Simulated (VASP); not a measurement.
# CoO (R-3m) in VASP: notebook

Runs on CoO. Level: PBEsol. Tasks: vibrations by perturbation theory.

Program: VASP 6.6.1. These are calculated values, not measurements. Logs are shortened: lines on timing, memory, paths and dates and some standing lists are left out, and cuts for length are marked.

**1. The cell of the first run**

Symmetry: R-3m, No. 166, trigonal system. The conventional cell has a = 3.011 Å, b = 3.011 Å, c = 7.320 Å, α = 90.00°, β = 90.00°, γ = 120.00°. Within 2.8 Å of Co (site symmetry -3m) lie 6 O at 2.12 Å. O (site symmetry -3m) has 6 Co at 2.12 Å within 2.8 Å.

**2. Vibrations by perturbation theory, PBEsol, collinear spin, ferromagnetic start**

INCAR

```
SYSTEM = CoO
PREC = Accurate
ENCUT = 520
EDIFF = 1E-8
ISMEAR = -1
SIGMA = 0.05
LREAL = .FALSE.
LASPH = .TRUE.
NELM = 150
ALGO = Normal
ISIF = 2
LWAVE = .FALSE.
LCHARG = .FALSE.
ISPIN = 2
MAGMOM = 2 0
LORBIT = 11
LMAXMIX = 4
GGA = PS
IBRION = 8
NSW = 1
```

KPOINTS

```
regular mesh
0
G
  8 8 8
  0 0 0
```

POSCAR

```
CoO
1.0
    1.5054695445      0.8691832468      2.4399269062
   -1.5054695445      0.8691832468      2.4399269062
    0.0000000000     -1.7383664936      2.4399269062
Co O
1 1
Direct
    0.0000000000      0.0000000000      0.0000000000
    0.5000000000      0.5000000000      0.5000000000
```

Potentials or basis: VASP PAW PBE potentials, release 64 (Co, O).

The run is started by

```console
> cat potpaw_PBE.64/Co/POTCAR potpaw_PBE.64/O/POTCAR > POTCAR
> mpirun -np 1 vasp_std > vasp.out
```

OUTCAR:

```text
SYSTEM = CoO
   PREC = Accurate
   ENCUT = 520
   EDIFF = 1E-8
   ISMEAR = -1
   LREAL = .FALSE.
   LASPH = .TRUE.
   NELM = 150
   ISIF = 2
   ISPIN = 2
   LORBIT = 11
   GGA = PS
   IBRION = 8
   NSW = 1

 ion  position               nearest neighbor table
   1  0.000  0.000  0.000-   2 2.12   2 2.12   2 2.12   2 2.12   2 2.12   2 2.12
   2  0.500  0.500  0.500-   1 2.12   1 2.12   1 2.12   1 2.12   1 2.12   1 2.12

  LATTYP: Found a trigonal (rhomboedric) cell.
 ALAT       =     2.9958573687
 COS(alpha) =     0.4949531368

  Lattice vectors:

 A1 = (   1.5054695445,   0.8691832468,   2.4399269062)
 A2 = (  -1.5054695445,   0.8691832468,   2.4399269062)
 A3 = (   0.0000000000,  -1.7383664936,   2.4399269062)

Analysis of symmetry for initial positions (statically):
=====================================================================
 Subroutine PRICEL returns:
 Original cell was already a primitive cell.

 Routine SETGRP: Setting up the symmetry group for a
 trigonal (rhombohedral) supercell.

 Subroutine GETGRP returns: Found 12 space group operations
 (whereof 12 operations were pure point group operations)
 out of a pool of 12 trial point group operations.

The static configuration has the point symmetry D_3d.

Analysis of symmetry for dynamics (positions and initial velocities):
=====================================================================
 Subroutine PRICEL returns:
 Original cell was already a primitive cell.

 Routine SETGRP: Setting up the symmetry group for a
 trigonal (rhombohedral) supercell.

 Subroutine GETGRP returns: Found 12 space group operations
 (whereof 12 operations were pure point group operations)
 out of a pool of 12 trial point group operations.

The dynamic configuration has the point symmetry D_3d.

Analysis of structural, dynamic, and magnetic symmetry:
=====================================================================
 Subroutine PRICEL returns:
 Original cell was already a primitive cell.

 Routine SETGRP: Setting up the symmetry group for a
 trigonal (rhombohedral) supercell.

 Subroutine GETGRP returns: Found 12 space group operations
 (whereof 12 operations were pure point group operations)
 out of a pool of 12 trial point group operations.

The overall configuration has the point symmetry D_3d.

 Subroutine INISYM returns: Found 12 space group operations
 (whereof 12 operations are pure point group operations),
 and found     1 'primitive' translations

----------------------------------------------------------------------------------------

                                     Primitive cell

  volume of cell :      19.1563

  direct lattice vectors                    reciprocal lattice vectors
     1.505469544  0.869183247  2.439926906     0.332122295  0.191750896  0.136616114
    -1.505469544  0.869183247  2.439926906    -0.332122295  0.191750896  0.136616114
     0.000000000 -1.738366494  2.439926906     0.000000000 -0.383501793  0.136616114

  length of vectors
     2.995857369  2.995857369  2.995857369     0.407108816  0.407108816  0.407108816

  position of ions in fractional coordinates (direct lattice)
     0.000000000  0.000000000  0.000000000
     0.500000000  0.500000000  0.500000000

  ion indices of the primitive-cell ions
   primitive index   ion index
                 1           1
                 2           2

----------------------------------------------------------------------------------------

 KPOINTS: regular mesh

[... 131 lines left out ...]
      4       4.6779      1.00000
      5       4.6779      1.00000
      6       4.7120      1.00000
      7       4.8026      1.00000
      8       4.8026      1.00000
      9       4.8409      1.00000
     10       8.8325      0.00000
     11      24.5392      0.00000
     12      25.8590      0.00000
[... 333 lines left out ...]
      1     -11.5240      1.00000
      2       0.9049      1.00000
      3       2.1626      1.00000
      4       2.6159      1.00000
      5       5.2046      1.00000
      6       5.2694      1.00000
      7       5.8299      1.00000
      8       6.4590      1.00000
      9       7.7209      0.98909
     10      12.6095      0.00000
     11      18.6294      0.00000
     12      20.9687      0.00000

 [... further k-points ...]

 spin component 2

 k-point     1 :       0.0000    0.0000    0.0000
  band No.  band energies     occupation
      1     -11.8470      1.00000
      2       5.2501      1.00000
      3       5.2501      1.00000
      4       5.3037      1.00000
      5       6.8118      1.00000
      6       6.8118      1.00000
      7       6.8414      1.00000
      8       7.7932      0.95530
      9       7.7932      0.95530
     10       9.3795      0.00000
     11      24.4890      0.00000
     12      26.4055      0.00000
[... 346 lines left out ...]
 [... further k-points ...]

------------------------ aborting loop because EDIFF is reached ----------------------------------------

  FORCE on cell =-STRESS in cart. coord.  units (eV):
  Direction    XX          YY          ZZ          XY          YZ          ZX
  --------------------------------------------------------------------------------------
  -------------------------------------------------------------------------------------
  Total       -1.1891702     -1.1891702     -1.2219462      0.0000000     -0.0000000     -0.0000000
  in kB      -99.4587997    -99.4587997   -102.2000938      0.0000000     -0.0000000     -0.0000000
  external PRESSURE =    -100.3725644 kB  Pullay stress =       0.0000000 kB

 VOLUME and BASIS-vectors are now :
 -----------------------------------------------------------------------------
  energy-cutoff  :      520.00
  volume of cell :       19.16
      direct lattice vectors                 reciprocal lattice vectors
     1.505469544  0.869183247  2.439926906     0.332122295  0.191750896  0.136616114
    -1.505469544  0.869183247  2.439926906    -0.332122295  0.191750896  0.136616114
     0.000000000 -1.738366494  2.439926906     0.000000000 -0.383501793  0.136616114

 POSITION                                       TOTAL-FORCE (eV/Angst)
 -----------------------------------------------------------------------------------
      0.00000      0.00000      0.00000        -0.000000      0.000000      0.000000
      0.00000      0.00000      3.65989         0.000000     -0.000000     -0.000000
 -----------------------------------------------------------------------------------
    total drift:                               -0.000000      0.000000     -0.000000

  FREE ENERGIE OF THE ION-ELECTRON SYSTEM (eV)
  ---------------------------------------------------
  free  energy   TOTEN  =       -13.9734797601 eV

  energy  without entropy=      -13.9397822797  energy(sigma->0) =      -13.95663102

[... ionic steps 2 to 3 ...]

--------------------------------------- Ionic step        4  -------------------------------------------

------------------------ aborting loop because EDIFF is reached ----------------------------------------
[... 11 lines left out ...]
[... ionic steps 8 to 8 ...]

--------------------------------------- Ionic step        9  -------------------------------------------

 Free energy of the ion-electron system (eV)
  ---------------------------------------------------
  ---------------------------------------------------
  free energy    TOTEN  =        -0.35501583 eV

  energy without entropy =       -0.35501583

------------------------ aborting loop because EDIFF is reached ----------------------------------------

 INTERNAL STRAIN TENSOR  FOR ION    2  DIRECTION 3   (eV/Angst):
 -----------------------------------------------------------------------------
    -0.03074  0.00000  0.00000
     0.00000 -0.03074  0.00000
     0.00000  0.00000  0.02018

 INTERNAL STRAIN TENSOR FOR ION    2 for displacements in x,y,z  (eV/Angst):
          X           Y           Z          XY          YZ          ZX
  --------------------------------------------------------------------------------
  x     0.00000     0.00000     0.00000     0.00000     0.00000     0.00000
  y     0.00000     0.00000     0.00000     0.00000     0.00000     0.00000
  z     0.00000     0.00000     0.00000     0.00000     0.00000     0.00000

 SECOND DERIVATIVES (NOT SYMMETRIZED)
 ------------------------------------
               1X          1Y          1Z          2X          2Y          2Z
  1X    -0.288572    0.000000    0.000000    0.288572    0.000000    0.000000
  1Y     0.000000   -0.288572    0.000000    0.000000    0.288572    0.000000
  1Z     0.000000    0.000000   -0.107371    0.000000    0.000000    0.107371
  2X     0.295813    0.000000    0.000000   -0.295813    0.000000    0.000000
  2Y     0.000000    0.295813    0.000000    0.000000   -0.295813    0.000000
  2Z     0.000000    0.000000    0.128374    0.000000    0.000000   -0.128374

 Eigenvectors and eigenvalues of the dynamical matrix
 ----------------------------------------------------

   1 f  =    2.390694 THz    15.021174 2PiTHz   79.744972 cm-1     9.887112 meV
             X         Y         Z           dx          dy          dz
      0.000000  0.000000  0.000000     0.000000    0.457610    0.000000
      0.000000  0.000000  3.659890     0.000000   -0.889153    0.000000
[... 21 lines left out ...]
   6 f/i=    0.053851 THz     0.338355 2PiTHz    1.796274 cm-1     0.222709 meV
             X         Y         Z           dx          dy          dz
      0.000000  0.000000  0.000000     0.000000    0.000000    0.902324
      0.000000  0.000000  3.659890     0.000000    0.000000    0.431059

--------------------------------------------------------------------------------------------------------

 ELASTIC MODULI CONTR FROM IONIC RELAXATION (kBar)
 Direction    XX          YY          ZZ          XY          YZ          ZX
 --------------------------------------------------------------------------------
 XX           0.0000      0.0000      0.0000      0.0000      0.0000      0.0000
 YY           0.0000      0.0000      0.0000      0.0000      0.0000      0.0000
 ZZ           0.0000      0.0000      0.0000      0.0000      0.0000      0.0000
 XY           0.0000      0.0000      0.0000      0.0000      0.0000      0.0000
 YZ           0.0000      0.0000      0.0000      0.0000      0.0000      0.0000
 ZX           0.0000      0.0000      0.0000      0.0000      0.0000      0.0000
 --------------------------------------------------------------------------------

 total charge

# of ion       s       p       d       tot
------------------------------------------
    1        0.299   0.367   7.154   7.819
    2        1.551   3.401   0.000   4.952
--------------------------------------------------
tot          1.850   3.768   7.154  12.772

 magnetization (x)

# of ion       s       p       d       tot
------------------------------------------
    1        0.020   0.018   2.491   2.529
    2        0.029   0.273   0.000   0.302
--------------------------------------------------
tot          0.049   0.291   2.491   2.831
```

Run time: 5.1 min. Hardware: 1 thread of Intel Xeon Platinum 8259CL at 2.50GHz (Skylake/Cascade Lake), shared host; peak memory 0.31 GiB.

Results:

| Item | Value |
| --- | --- |
| Net moment | 2.88 μB per cell |
| Site moments | Co +2.53; O +0.30 μB |
| Valence electrons inside the program's atomic spheres | Co 7.82; O 4.95 |
| Highest phonon frequency at Γ, LO-TO splitting left out | 80 cm⁻¹ |

Phonon frequencies in cm⁻¹ (negative: imaginary):
| q point | frequencies |
| --- | --- |
| (0.000, 0.000, 0.000) | -2 0 0 52 80 80 |

Caveat: the cell stands under pressure or tension, which shifts response properties; the PAW data sets were made with another functional, which shifts forces and pressure a little; a cell with one magnetic atom can't hold antiferromagnetic order, which such compounds often take.

(Continued in part 2 of 2.)
